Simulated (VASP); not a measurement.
Al2Pt: relaxation of cell and atoms with r2SCAN

The system is Al2Pt.

```
CELL_PARAMETERS angstrom
0.00000 2.95500 2.95500
2.95500 0.00000 2.95500
2.95500 2.95500 0.00000
ATOMIC_POSITIONS crystal
Al 0.25000 0.25000 0.25000
Al 0.75000 0.75000 0.75000
Pt 0.00000 0.00000 0.00000
```

| Quantity | Value |
| --- | --- |
| Program | VASP 6.6.1 |
| Task | relaxation of cell and atoms |
| Functional | r2SCAN |
| Potentials or basis | VASP PAW PBE potentials, release 64 (Al, Pt) |
| Cutoff | 600 eV |
| k mesh | 9 × 9 × 9 |
| Occupations | fermi-dirac, width 0.1 eV |
| Spin | no spin polarisation |
| Dipole correction | no |
| Further INCAR settings | ALGO = Normal; EDIFF = 1e-07; IBRION = 2; EDIFFG = -0.01; NSW = 80; ISIF = 3 |

```json
{
 "Relaxed volume": "17.12 Å³/atom",
 "Relaxed cell": "a = 4.172 Å, b = 4.172 Å, c = 4.172 Å, α = 60.00°, β = 60.00°, γ = 60.00°",
 "Space group after relaxing (to 0.1 Å)": "Fm-3m (No. 225)",
 "Energy gained by relaxing": "0.2 meV/atom",
 "Ionic steps": "3",
 "Pressure after relaxing": "0.0 GPa",
 "Band gap on the k mesh": "zero (bands 8 and 9 overlap by 5.54 eV)"
}
```

The path:
| step | energy change (eV) | largest force (eV/Å) | pressure (GPa) | volume (Å³) |
| --- | --- | --- | --- | --- |
| 1 | 0.0000 | 0.0000 | -0.66 | 51.61 |
| 2 | 0.0001 | 0.0000 | 0.82 | 51.07 |
| 3 | -0.0006 | 0.0000 | 0.05 | 51.35 |

Final structure:
```cif
data_structure
_symmetry_space_group_name_H-M 'P 1'
_symmetry_Int_Tables_number 1
_cell_length_a 4.1720
_cell_length_b 4.1720
_cell_length_c 4.1720
_cell_angle_alpha 60.000
_cell_angle_beta 60.000
_cell_angle_gamma 60.000
_cell_volume 51.35
loop_
_atom_site_label
_atom_site_type_symbol
_atom_site_fract_x
_atom_site_fract_y
_atom_site_fract_z
_atom_site_occupancy
Al1 Al 0.25000 0.25000 0.25000 1
Al2 Al 0.75000 0.75000 0.75000 1
Pt1 Pt 0.00000 0.00000 0.00000 1
```

Levels at points of the mesh, in eV from the Fermi level:
| k point | band 6 | band 7 | band 8 | band 9 | band 10 | band 11 |
| --- | --- | --- | --- | --- | --- | --- |
| (0.00, 0.00, 0.00) | -3.99 | 3.65 | 3.92 | 3.92 | 3.92 | 5.75 |

Wall time 9.2 min on 1 thread of Intel Xeon 8259CL, on a shared host, peak memory 0.24 GiB.

Caveat: the PAW data sets were made with another functional, which shifts forces and pressure a little; spin-orbit coupling is left out, which moves the levels of the heavy elements.
